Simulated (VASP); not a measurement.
Input of a VASP 6.6.1 run:

The input POSCAR:

```
KZnF3
1.0
    4.0500000000     -0.0202500000      0.0000000000
   -0.0202500000      4.0500000000      0.0000000000
    0.0000000000      0.0000000000      4.0500000000
K Zn F
1 1 3
Direct
    0.0000000000      0.0000000000      0.0000000000
    0.5000000000      0.5000000000      0.5000000000
    0.5000000000      0.5000000000      0.0000000000
    0.0000000000      0.5000000000      0.5000000000
    0.5000000000      0.0000000000      0.5000000000
```

File INCAR.step1:

```
SYSTEM = KZnF3
  PREC = Accurate
  ENCUT = 520
  ISMEAR = 0
  SIGMA = 0.05
  LREAL = .False.
  LASPH = .True.
  NELM = 80
  NBANDS = 29
  GGA = PE
  ALGO = Normal
  EDIFF = 1E-4
  LWAVE = .True.
  LCHARG = .False.
```

File INCAR.step2:

```
SYSTEM = KZnF3
  PREC = Accurate
  ENCUT = 520
  EDIFF = 1E-6
  ISMEAR = 0
  SIGMA = 0.05
  LREAL = .False.
  LASPH = .True.
  NELM = 80
  ALGO = Normal
  ISIF = 2
  LWAVE = .False.
  LCHARG = .True.
  METAGGA = R2SCAN
  LMIXTAU = .True.
  LELF = .True.
  LVHAR = .True.
  NBANDS = 29
  ISTART = 1
```

The input KPOINTS:

```
regular mesh
0
Gamma
  6 6 6
  0 0 0
```

Potentials or basis: VASP PAW PBE potentials, release 64 (K_sv, Zn, F).

Command:

```bash
$ cat potpaw_PBE.64/K_sv/POTCAR potpaw_PBE.64/Zn/POTCAR potpaw_PBE.64/F/POTCAR > POTCAR
$ cp INCAR.step1 INCAR
$ mpirun -np 1 vasp_std > vasp.out
$ cp INCAR.step2 INCAR
$ mpirun -np 1 vasp_std > vasp.out
```

Problem. Estimate the band gap on the k mesh.

Solution. 4.58 eV (least direct gap 6.54 eV).

Problem. What does it give for the pressure?

Solution. 0.0 GPa.

Stress tensor (GPa, compression positive):
```
0.04 0.38 0.00
0.38 0.04 0.00
0.00 0.00 0.03
```

Caveat: the cell differs from its parent crystal (strain -0.0100 x Voigt [0, 0, 0, 0, 0, 1]); the PAW data sets were made with another functional, which shifts forces and pressure a little. A k mesh can miss the band edges.
